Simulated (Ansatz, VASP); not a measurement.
## CdSe: VASP beside Ansatz

```xyz
2
Lattice="0.0000 3.0668 3.0668 3.0668 0.0000 3.0668 3.0668 3.0668 0.0000" Properties=species:S:1:pos:R:3 pbc="T T T"
Cd    0.0000    0.0000    0.0000
Se    4.6002    4.6002    4.6002
```

Alike in both runs: functional r2SCAN; k mesh 14 × 14 × 14; occupations fermi-dirac, width 0.08 eV; no spin polarisation.

Ansatz relaxed the structure, and its values are those at the end. VASP's run is a single point on that final structure, the one shown.

|  | VASP | Ansatz |
| --- | --- | --- |
| version | VASP 6.6.1 | Ansatz 0.2.0 |
| potentials or method | VASP PAW PBE potentials, release 64 (Cd, Se) | PAW with Ansatz's default frozen-core files, scalar-relativistic |
| plane-wave cutoff (eV) | 520 | 500 |
| valence electrons in the cell | 18 | 36 |

Ansatz gave:

```
pressure (GPa) : 0.0
```

**Question.** Estimate VASP's values.

**Answer.** Pressure (GPa): 0.2.

VASP's potentials were made for PBE, not for r2SCAN. VASP's potentials hold 18 valence electrons a cell and Ansatz's 36, so a difference there can come from the potentials and not from the codes.
